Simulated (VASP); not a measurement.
A run of VASP 6.6.1 is set up as follows.

The input POSCAR:

```
CdSe
1.0
    0.0000000000      3.0984146279      3.0984146279
    3.0984146279      0.0000000000      3.0984146279
    3.0984146279      3.0984146279      0.0000000000
Cd Se
1 1
Direct
    0.0000000000      0.0000000000      0.0000000000
    0.2500000000      0.2500000000      0.2500000000
```

Contents of INCAR.step1:

```
PREC = Accurate
ENCUT = 520
ISMEAR = 0
SIGMA = 0.02
LREAL = False
LASPH = True
NELM = 80
NBANDS = 16
GGA = PE
ALGO = Normal
EDIFF = 1E-4
LWAVE = True
LCHARG = False
```

The input INCAR.step2:

```
PREC = Accurate
ENCUT = 520
EDIFF = 1E-7
ISMEAR = 0
SIGMA = 0.02
LREAL = False
LASPH = True
NELM = 80
ALGO = Normal
ISIF = 2
LWAVE = False
LCHARG = False
METAGGA = R2SCAN
LMIXTAU = True
NBANDS = 16
ISTART = 1
```

File KPOINTS:

```
regular mesh
0
Gamma
  10 10 10
```

Potentials or basis: VASP PAW PBE potentials, release 64 (Cd, Se).

Launch:

```sh
$ cat potpaw_PBE.64/Cd/POTCAR potpaw_PBE.64/Se/POTCAR > POTCAR
$ cp INCAR.step1 INCAR
$ mpirun -np 1 vasp_std > vasp.out
$ cp INCAR.step2 INCAR
$ mpirun -np 1 vasp_std > vasp.out
```

Task: Predict the band gap on the k mesh.

Result: 0.96 eV, direct.

Task: What does it give for the pressure?

Result: -1.3 GPa.

Caveat: the PAW data sets were made with another functional, which shifts forces and pressure a little. r2SCAN opens gaps a little over a GGA but as a rule still falls short of measured ones.
